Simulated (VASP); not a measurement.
# Si2Te (P6/mmm) in VASP: single point with PBE

Aim: the single point of Si2Te with PBE.

Program: VASP 6.6.1. These are calculated values, not measurements. Logs are shortened: lines on timing, memory, paths and dates and some standing lists are left out, and cuts for length are marked.

## Step 1: The cell of the first run

It takes space group P6/mmm (No. 191, hexagonal). The conventional cell has a = 4.707 Å, b = 4.707 Å, c = 3.328 Å, α = 90.00°, β = 90.00°, γ = 120.00°. Si (site symmetry -6m2) has 5 Si at 2.72 to 3.33 Å and 6 Te at 3.19 Å within 3.6 Å. Within 4.2 Å of Te (site symmetry 6/mmm) lie 12 Si at 3.19 Å and 2 Te at 3.33 Å.

## Step 2: Single point, PBE

Input file INCAR:

```
SYSTEM = Si2Te
PREC = Accurate
ENCUT = 520
EDIFF = 1E-6
ISMEAR = 0
SIGMA = 0.1
LREAL = .FALSE.
LASPH = .TRUE.
NELM = 80
ALGO = Normal
ISIF = 2
LWAVE = .FALSE.
LCHARG = .FALSE.
GGA = PE
NBANDS = 14
```

Input file KPOINTS:

```
Automatic mesh
0
G
  6 6 6
  0 0 0
```

Input file POSCAR:

```
Si2Te
1.0
    4.7068074900      0.0000000000      0.0000000000
   -2.3534037400      4.0762148600      0.0000000000
    0.0000000000      0.0000000000      3.3280545100
Si Te
2 1
Direct
    0.3333333300      0.6666666700      0.5000000000
    0.6666666700      0.3333333300      0.5000000000
    0.0000000000      0.0000000000      0.0000000000
```

Potentials or basis: VASP PAW PBE potentials, release 64 (Si, Te).

Started as:

```console
> cat potpaw_PBE.64/Si/POTCAR potpaw_PBE.64/Te/POTCAR > POTCAR
> mpirun -np 1 vasp_std > vasp.out
```

OUTCAR:

```text
SYSTEM = Si2Te
   PREC = Accurate
   ENCUT = 520
   EDIFF = 1E-6
   ISMEAR = 0
   LREAL = .FALSE.
   LASPH = .TRUE.
   NELM = 80
   ISIF = 2
   GGA = PE

 ion  position               nearest neighbor table
   1  0.333  0.667  0.500-   2 2.72   2 2.72   2 2.72   3 3.19   3 3.19   3 3.19   3 3.19   3 3.19
                             3 3.19
   2  0.667  0.333  0.500-   1 2.72   1 2.72   1 2.72   3 3.19   3 3.19   3 3.19   3 3.19   3 3.19
                             3 3.19
   3  0.000  0.000  0.000-   1 3.19   2 3.19   1 3.19   2 3.19   2 3.19   2 3.19   1 3.19   1 3.19
                             2 3.19   2 3.19   1 3.19   1 3.19

  LATTYP: Found a hexagonal cell.
 ALAT       =     4.7068074900
 C/A-ratio  =     0.7070725788

  Lattice vectors:

 A1 = (   4.7068074900,   0.0000000000,   0.0000000000)
 A2 = (  -2.3534037400,   4.0762148600,   0.0000000000)
 A3 = (   0.0000000000,   0.0000000000,   3.3280545100)

Analysis of symmetry for initial positions (statically):
=====================================================================
 Subroutine PRICEL returns:
 Original cell was already a primitive cell.

 Routine SETGRP: Setting up the symmetry group for a
 hexagonal supercell.

 Subroutine GETGRP returns: Found 24 space group operations
 (whereof 24 operations were pure point group operations)
 out of a pool of 24 trial point group operations.

The static configuration has the point symmetry D_6h.

Analysis of symmetry for dynamics (positions and initial velocities):
=====================================================================
 Subroutine PRICEL returns:
 Original cell was already a primitive cell.

 Routine SETGRP: Setting up the symmetry group for a
 hexagonal supercell.

 Subroutine GETGRP returns: Found 24 space group operations
 (whereof 24 operations were pure point group operations)
 out of a pool of 24 trial point group operations.

The dynamic configuration has the point symmetry D_6h.

 Subroutine INISYM returns: Found 24 space group operations
 (whereof 24 operations are pure point group operations),
 and found     1 'primitive' translations

----------------------------------------------------------------------------------------

                                     Primitive cell

  volume of cell :      63.8519

  direct lattice vectors                    reciprocal lattice vectors
     4.706807490  0.000000000  0.000000000     0.212458232  0.122662817  0.000000000
[... 95 lines left out ...]
   ISYM   =      2    0-nonsym 1-usesym 2-fastsym
   POTIM  = 0.5000    time-step for ionic-motion
   TEBEG  =    0.0;   TEEND  =   0.0 temperature during run
   PSTRESS=    0.0 pullay stress
   NELECT =      14.0000    total number of electrons
   NUPDOWN=      -1.0000    fix difference up-down
   EMIN   =  10.00;   EMAX   =-10.00  energy-range for DOS
   EFERMI =   0.00;   METHOD = LEGACY
   ISMEAR =     0;   SIGMA  =   0.10  broadening in eV -4-tet -1-fermi 0-gaus
   EFERMI_NEDOS =   21; number of points for ismear=-14 and -15
   IALGO  =     38    algorithm
   IMIX   =      4    mixing-type and parameters
     AMIX     =   0.40;   BMIX     =  1.00
     AMIX_MAG =   1.60;   BMIX_MAG =  1.00
  volume/ion in A,a.u.               =      21.28       143.63
  Fermi-wavevector in a.u.,A,eV,Ry     =   0.987172  1.865485 13.258996  0.974509
  Thomas-Fermi vector in A             =   2.118607
   LORBIT       =      0    0 simple, 1 ext, 2 COOP (PROOUT), +10 PAW based schemes
   GGA     = PE    functional components
   LHFCALC =     F    Hartree Fock is set to
   AEXX    =    0.0000 exact exchange contribution
   IVDW    =     0    specifies the selected vdW correction
   LEPSILON=     F    determine dielectric tensor
   LRPA    =     F    only Hartree local field effects (RPA)
 non-spin polarized calculation
 Gauss-broadening in eV      SIGMA  =   0.10
  energy-cutoff  :      520.00
  volume of cell :       63.85
 maximum number of plane-waves:      1748
 NGX is ok and might be reduce to    36
   NGX = 17   NGY = 17   NGZ = 13

 number of electron      14.0000000 magnetization

 Free energy of the ion-electron system (eV)
  ---------------------------------------------------
  ext. energy  EPLUGINS =         0.00000000
  ---------------------------------------------------
  free energy    TOTEN  =       -12.06439794 eV

  energy without entropy =      -12.05067413  energy(sigma->0) =      -12.05753604

 E-fermi :   7.9214     XC(G=0): -10.2610

 val. band max:        7.8988385562   @ k =   0.3333   0.3333   0.3333
 cond. band min:       7.9413513722   @ k =   0.3333   0.0000   0.3333
 fundamental gap:      0.0425128160
 Fermi energy:         7.9214360694

 k-point     1 :       0.0000    0.0000    0.0000
  band No.  band energies     occupation
      1      -5.8080      2.00000
      2       0.7080      2.00000
      3       3.7655      2.00000
      4       3.9162      2.00000
      5       3.9162      2.00000
      6       4.9740      2.00000
      7       4.9740      2.00000
      8       7.2345      2.00000
      9      11.2715      0.00000
     10      12.6742      0.00000
     11      13.7350      0.00000
     12      14.6509      0.00000
     13      14.6509      0.00000
     14      17.8967      0.00000
[... 377 lines left out ...]
      1      -3.0177      2.00000
      2      -0.8920      2.00000
      3       1.9745      2.00000
      4       3.0040      2.00000
      5       4.3413      2.00000
      6       5.3845      2.00000
      7       5.6933      2.00000
      8       6.5465      2.00000
      9       9.7875      0.00000
     10      10.1704      0.00000
     11      11.2286      0.00000
     12      12.8474      0.00000
     13      13.7000      0.00000
     14      15.6921      0.00000

 [... further k-points ...]
[... 5 lines left out ...]
  --------------------------------------------------------------------------------------
  -------------------------------------------------------------------------------------
  Total       -2.8093850     -2.8093850      0.9855957     -0.0000000     -0.0000000      0.0000000
  in kB      -70.4933099    -70.4933100     24.7306441     -0.0000001     -0.0000000      0.0000000
  external PRESSURE =     -38.7519920 kB  Pullay stress =       0.0000000 kB

 VOLUME and BASIS-vectors are now :
 -----------------------------------------------------------------------------
  energy-cutoff  :      520.00
  volume of cell :       63.85
      direct lattice vectors                 reciprocal lattice vectors
     4.706807490  0.000000000  0.000000000     0.212458232  0.122662817  0.000000000
    -2.353403740  4.076214860  0.000000000     0.000000000  0.245325635  0.000000000
     0.000000000  0.000000000  3.328054510     0.000000000  0.000000000  0.300475848

 POSITION                                       TOTAL-FORCE (eV/Angst)
 -----------------------------------------------------------------------------------
     -0.00000      2.71748      1.66403        -0.000000      0.000000     -0.000000
      2.35340      1.35874      1.66403         0.000000     -0.000000      0.000000
      0.00000      0.00000      0.00000        -0.000000      0.000000      0.000000
 -----------------------------------------------------------------------------------
    total drift:                               -0.000000      0.000000     -0.000000

  FREE ENERGIE OF THE ION-ELECTRON SYSTEM (eV)
  ---------------------------------------------------
  free  energy   TOTEN  =       -12.0643979392 eV

  energy  without entropy=      -12.0506741321  energy(sigma->0) =      -12.05753604
```

stdout:

```text
POSCAR found type information on POSCAR SiTe
 POSCAR found :  2 types and       3 ions
 scaLAPACK will be used
 LDA part: xc-table for (Slater+PW92), standard interpolation
 POSCAR, INCAR and KPOINTS ok, starting setup
 FFT: planning ... GRIDC
 FFT: planning ... GRID_SOFT
 FFT: planning ... GRID
 WAVECAR not read
 entering main loop
```

It took 21 s on 1 thread of Intel Xeon 8259CL, shared host; peak memory 0.18 GiB.

Results:

| Quantity | Value |
| --- | --- |
| Free energy | -12.0644 eV |
| Pressure | -3.9 GPa |
| Band gap on the k mesh | zero (band 7 reaches 9.06 eV, above the bottom of band 8 at 5.43 eV) |

Caveat: spin-orbit coupling is left out, which moves the levels of the heavy elements.
